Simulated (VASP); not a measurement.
# ZnO (zincite) (P6_3mc) in VASP: further runs

Runs on ZnO (zincite). Level: LDA. Tasks: single point.

Everything below comes from runs of VASP 6.6.1. Logs are shortened: lines on timing, memory, paths and dates and some standing lists are left out, and cuts for length are marked.

### Step 1. The cell of the first run

It takes space group P6_3mc (No. 186, hexagonal). The conventional cell has a = 3.227 Å, b = 3.227 Å, c = 5.171 Å, α = 90.00°, β = 90.00°, γ = 120.00°. Within 2.6 Å of Zn (site symmetry 3m) lie 4 O at 1.96 to 1.97 Å. Within 2.6 Å of O (site symmetry 3m) lie 4 Zn at 1.96 to 1.97 Å.

### Step 2. Single point, LDA (volume scaled by 0.98)

File INCAR:

```
SYSTEM = ZnO
PREC = Accurate
ENCUT = 520
EDIFF = 1E-6
ISMEAR = -1
SIGMA = 0.05
LREAL = .False.
LASPH = .True.
NELM = 80
ALGO = Normal
ISIF = 2
LWAVE = .False.
LCHARG = .False.
NBANDS = 26
```

File KPOINTS:

```
regular mesh
0
Gamma
  9 9 5
  0 0 0
```

File POSCAR:

```
ZnO
1.0
    3.2274999067      0.0000000000      0.0000000000
   -1.6137499533      2.7950969099      0.0000000000
    0.0000000000      0.0000000000      5.1707703030
Zn O
2 2
Direct
    0.6666666667      0.3333333333      0.0000000000
    0.3333333333      0.6666666667      0.5000000000
    0.3333333333      0.6666666667      0.8790100000
    0.6666666667      0.3333333333      0.3790100000
```

Potentials or basis: VASP PAW LDA potentials, release 64 (Zn, O).

Run with:

```bash
> cat potpaw_LDA.64/Zn/POTCAR potpaw_LDA.64/O/POTCAR > POTCAR
> mpirun -np 1 vasp_std > vasp.out
```

OUTCAR:

```text
SYSTEM = ZnO
   PREC = Accurate
   ENCUT = 520
   EDIFF = 1E-6
   ISMEAR = -1
   LREAL = .False.
   LASPH = .True.
   NELM = 80
   ISIF = 2

 ion  position               nearest neighbor table
   1  0.667  0.333  0.000-   4 1.96   3 1.97   3 1.97   3 1.97
   2  0.333  0.667  0.500-   3 1.96   4 1.97   4 1.97   4 1.97
   3  0.333  0.667  0.879-   2 1.96   1 1.97   1 1.97   1 1.97
   4  0.667  0.333  0.379-   1 1.96   2 1.97   2 1.97   2 1.97

  LATTYP: Found a hexagonal cell.
 ALAT       =     3.2274999067
 C/A-ratio  =     1.6020977390

  Lattice vectors:

 A1 = (   3.2274999067,   0.0000000000,   0.0000000000)
 A2 = (  -1.6137499533,   2.7950969099,   0.0000000000)
 A3 = (   0.0000000000,   0.0000000000,   5.1707703030)

Analysis of symmetry for initial positions (statically):
=====================================================================
 Subroutine PRICEL returns:
 Original cell was already a primitive cell.

 Routine SETGRP: Setting up the symmetry group for a
 hexagonal supercell.

 Subroutine GETGRP returns: Found 12 space group operations
 (whereof  6 operations were pure point group operations)
 out of a pool of 24 trial point group operations.

The static configuration has the point symmetry C_3v.
 The point group associated with its full space group is C_6v.

Analysis of symmetry for dynamics (positions and initial velocities):
=====================================================================
 Subroutine PRICEL returns:
 Original cell was already a primitive cell.

 Routine SETGRP: Setting up the symmetry group for a
 hexagonal supercell.

 Subroutine GETGRP returns: Found 12 space group operations
 (whereof  6 operations were pure point group operations)
 out of a pool of 24 trial point group operations.

The dynamic configuration has the point symmetry C_3v.
 The point group associated with its full space group is C_6v.

 Subroutine INISYM returns: Found 12 space group operations
 (whereof  6 operations are pure point group operations),
 and found     1 'primitive' translations

----------------------------------------------------------------------------------------

                                     Primitive cell

  volume of cell :      46.6464

  direct lattice vectors                    reciprocal lattice vectors
     3.227499907  0.000000000  0.000000000     0.309837344  0.178884674  0.000000000
    -1.613749953  2.795096910  0.000000000     0.000000000  0.357769348  0.000000000
     0.000000000  0.000000000  5.170770303     0.000000000  0.000000000  0.193394783

  length of vectors
     3.227499907  3.227499907  5.170770303     0.357769348  0.357769348  0.193394783

  position of ions in fractional coordinates (direct lattice)
     0.666666667  0.333333333  0.000000000
     0.333333333  0.666666667  0.500000000
     0.333333333  0.666666667  0.879010000
     0.666666667  0.333333333  0.379010000

  ion indices of the primitive-cell ions
   primitive index   ion index
                 1           1
                 2           2
                 3           3
                 4           4

----------------------------------------------------------------------------------------

 KPOINTS: regular mesh

Automatic generation of k-mesh.
 Grid dimensions read from file:
 generate k-points for:    9    9    5

 Generating k-lattice:

  Cartesian coordinates                     Fractional coordinates (reciprocal lattice)
     0.034426372  0.019876075  0.000000000     0.111111111  0.000000000  0.000000000
     0.000000000  0.039752150  0.000000000     0.000000000  0.111111111  0.000000000
     0.000000000  0.000000000  0.038678957     0.000000000  0.000000000  0.200000000

  Length of vectors
     0.039752150  0.039752150  0.038678957

  Shift w.r.t. Gamma in fractional coordinates (k-lattice)
     0.000000000  0.000000000  0.000000000

 Subroutine IBZKPT returns following result:
 ===========================================

 Found     36 irreducible k-points:

 Following reciprocal coordinates:
            Coordinates               Weight
  0.000000  0.000000  0.000000      1.000000
  0.111111  0.000000  0.000000      6.000000
  0.222222  0.000000  0.000000      6.000000
  0.333333  0.000000  0.000000      6.000000
  0.444444  0.000000  0.000000      6.000000
  0.111111  0.111111  0.000000      6.000000
[... 16 lines left out ...]
  0.333333  0.222222  0.200000     24.000000
  0.333333  0.333333  0.200000      4.000000
 [... further k-points ...]
   k-points           NKPTS =     36   k-points in BZ     NKDIM =     36   number of bands    NBANDS=     26
   number of dos      NEDOS =    301   number of ions     NIONS =      4
   total plane-waves  NPLWV =  23040
   dimension x,y,z NGX =    24 NGY =   24 NGZ =   40
   dimension x,y,z NGXF=    48 NGYF=   48 NGZF=   80
   ions per type =               2   2
   NGX,Y,Z   is equivalent  to a cutoff of  12.36, 12.36, 12.86 a.u.
   NGXF,Y,Z  is equivalent  to a cutoff of  24.72, 24.72, 25.72 a.u.
 SYSTEM =  ZnO
   PREC   = accura    normal or accurate (medium, high low for compatibility)
   ISTART =      0    job   : 0-new  1-cont  2-samecut
   ICHARG =      2    charge: 1-file 2-atom 10-const
   ISPIN  =      1    spin polarized calculation?
   LNONCOLLINEAR =      F non collinear calculations
   LSORBIT =      F    spin-orbit coupling
   LASPH  =      T    aspherical Exc in radial PAW
   ENCUT  =  520.0 eV  38.22 Ry    6.18 a.u.   6.00  6.00  9.61*2*pi/ulx,y,z
   NELM   =     80;   NELMIN=  2; NELMDL= -5     # of ELM steps
   EDIFF  = 0.1E-05   stopping-criterion for ELM
   LREAL  =      F    real-space projection
   EDIFFG = 0.1E-04   stopping-criterion for IOM
   NSW    =      0    number of steps for IOM
   IBRION =     -1    ionic relax: 0-MD 1-quasi-New 2-CG
   NFREE  =      0    steps in history (QN), initial steepest desc. (CG)
   ISIF   =      2    stress and relaxation
   ISYM   =      2    0-nonsym 1-usesym 2-fastsym
   POTIM  = 0.5000    time-step for ionic-motion
   TEBEG  =    0.0;   TEEND  =   0.0 temperature during run
   PSTRESS=    0.0 pullay stress
   NELECT =      36.0000    total number of electrons
   NUPDOWN=      -1.0000    fix difference up-down
   EMIN   =  10.00;   EMAX   =-10.00  energy-range for DOS
   EFERMI =   0.00;   METHOD = LEGACY
   ISMEAR =    -1;   SIGMA  =   0.05  broadening in eV -4-tet -1-fermi 0-gaus
   EFERMI_NEDOS =   21; number of points for ismear=-14 and -15
   IALGO  =     38    algorithm
   IMIX   =      4    mixing-type and parameters
     AMIX     =   0.40;   BMIX     =  1.00
     AMIX_MAG =   1.60;   BMIX_MAG =  1.00
  volume/ion in A,a.u.               =      11.66        78.70
  Fermi-wavevector in a.u.,A,eV,Ry     =   1.501653  2.837712 30.680611  2.254961
  Thomas-Fermi vector in A             =   2.612996
   LORBIT       =      0    0 simple, 1 ext, 2 COOP (PROOUT), +10 PAW based schemes
   GGA     = CA    functional components
   LHFCALC =     F    Hartree Fock is set to
   AEXX    =    0.0000 exact exchange contribution
   IVDW    =     0    specifies the selected vdW correction
   LEPSILON=     F    determine dielectric tensor
   LRPA    =     F    only Hartree local field effects (RPA)
 non-spin polarized calculation
  energy-cutoff  :      520.00
  volume of cell :       46.65
 maximum number of plane-waves:      1284
   NGX = 13   NGY = 13   NGZ = 19

 number of electron      36.0000013 magnetization

 Free energy of the ion-electron system (eV)
  ---------------------------------------------------
  ext. energy  EPLUGINS =         0.00000000
  ---------------------------------------------------
  free energy    TOTEN  =       -21.14826830 eV

  energy without entropy =      -21.14826399  energy(sigma->0) =      -21.14826614

 E-fermi :   1.4913     XC(G=0): -11.5708

 val. band max:        1.0646839679   @ k =   0.0000   0.0000   0.0000
 cond. band min:       1.8403148719   @ k =   0.0000   0.0000   0.0000
 fundamental gap:      0.7756309040
 Fermi energy:         1.4912979666

 k-point     1 :       0.0000    0.0000    0.0000
  band No.  band energies     occupation
      1     -16.9029      2.00000
      2     -16.0928      2.00000
      3      -4.8022      2.00000
      4      -4.8022      2.00000
      5      -4.7920      2.00000
      6      -4.7618      2.00000
[... 18 lines left out ...]
     25      15.1245      0.00000
     26      15.1245      0.00000

 k-point     2 :       0.1111    0.0000    0.0000
  band No.  band energies     occupation
      1     -16.8289      2.00000
      2     -16.0607      2.00000
      3      -4.8881      2.00000
      4      -4.7624      2.00000
      5      -4.7196      2.00000
      6      -4.6950      2.00000
[... 18 lines left out ...]
     25      15.2561      0.00000
     26      15.2747      0.00000

 k-point     3 :       0.2222    0.0000    0.0000
  band No.  band energies     occupation
      1     -16.6314      2.00000
      2     -15.9840      2.00000
      3      -5.0499      2.00000
      4      -4.7101      2.00000
      5      -4.6699      2.00000
      6      -4.5739      2.00000
[... 18 lines left out ...]
     25      14.4811      0.00000
     26      15.2531      0.00000

 k-point     4 :       0.3333    0.0000    0.0000
  band No.  band energies     occupation
      1     -16.3790      2.00000
      2     -15.9134      2.00000
      3      -5.1422      2.00000
      4      -4.7686      2.00000
      5      -4.5868      2.00000
      6      -4.3970      2.00000
[... 18 lines left out ...]
     25      14.3743      0.00000
     26      15.0853      0.00000
[... 496 lines left out ...]
      1     -16.2192      2.00000
      2     -15.9251      2.00000
      3      -4.9971      2.00000
      4      -4.9062      2.00000
      5      -4.5088      2.00000
      6      -4.4819      2.00000
[... 18 lines left out ...]
     25      13.0301      0.00000
     26      16.2877      0.00000

 k-point    23 :       0.3333    0.2222    0.2000
  band No.  band energies     occupation
      1     -16.0603      2.00000
      2     -15.9154      2.00000
      3      -4.9204      2.00000
      4      -4.7485      2.00000
      5      -4.5605      2.00000
      6      -4.3459      2.00000
[... 18 lines left out ...]
     25      13.8320      0.00000
     26      15.3779      0.00000

 k-point    24 :       0.3333    0.3333    0.2000
  band No.  band energies     occupation
      1     -15.9591      2.00000
      2     -15.9591      2.00000
      3      -4.8235      2.00000
      4      -4.6124      2.00000
      5      -4.6124      2.00000
      6      -4.2445      2.00000
[... 18 lines left out ...]
     25      14.4692      0.00000
     26      15.6696      0.00000

 [... further k-points ...]
[... 5 lines left out ...]
  --------------------------------------------------------------------------------------
  -------------------------------------------------------------------------------------
  Total       -1.1245288     -1.1245288     -0.5704633     -0.0000000     -0.0000000      0.0000000
  in kB      -38.6244951    -38.6244951    -19.5938564     -0.0000000     -0.0000000      0.0000000
  external PRESSURE =     -32.2809489 kB  Pullay stress =       0.0000000 kB

 VOLUME and BASIS-vectors are now :
 -----------------------------------------------------------------------------
  energy-cutoff  :      520.00
  volume of cell :       46.65
      direct lattice vectors                 reciprocal lattice vectors
     3.227499907  0.000000000  0.000000000     0.309837344  0.178884674  0.000000000
    -1.613749953  2.795096910  0.000000000     0.000000000  0.357769348  0.000000000
     0.000000000  0.000000000  5.170770303     0.000000000  0.000000000  0.193394783

 POSITION                                       TOTAL-FORCE (eV/Angst)
 -----------------------------------------------------------------------------------
      1.61375      0.93170      0.00000         0.000000      0.000000     -0.062768
     -0.00000      1.86340      2.58539        -0.000000      0.000000     -0.062768
     -0.00000      1.86340      4.54516        -0.000000      0.000000      0.062768
      1.61375      0.93170      1.95977         0.000000     -0.000000      0.062768
 -----------------------------------------------------------------------------------
    total drift:                               -0.000000     -0.000000     -0.000562

  FREE ENERGIE OF THE ION-ELECTRON SYSTEM (eV)
  ---------------------------------------------------
  free  energy   TOTEN  =       -21.1482682997 eV

  energy  without entropy=      -21.1482639870  energy(sigma->0) =      -21.14826614
```

Wall time 55 s (1 thread of Intel Xeon 8259CL, shared host); peak memory 0.16 GiB.

Results:

* Free energy: -21.1483 eV
* Pressure: -3.2 GPa
* Largest force: 0.063 eV/Å
* Band gap on the k mesh: 0.78 eV, direct

Forces in eV/Å, atoms in the order of the input:
```
Zn   0.000  0.000 -0.063
Zn   0.000  0.000 -0.063
O    0.000  0.000  0.063
O    0.000  0.000  0.063
```

Stress tensor (GPa, compression positive):
```
-3.86  0.00  0.00
 0.00 -3.86  0.00
 0.00  0.00 -1.96
```

Levels at points of the mesh, in eV from the valence-band top:
| k point | band 15 | band 16 | band 17 | band 18 | band 19 | band 20 | band 21 | band 22 |
| --- | --- | --- | --- | --- | --- | --- | --- | --- |
| (0.00, 0.00, 0.00) | -0.84 | -0.08 | 0.00 | 0.00 | 0.78 | 5.16 | 8.20 | 12.74 |

(Continued in part 2 of 2.)
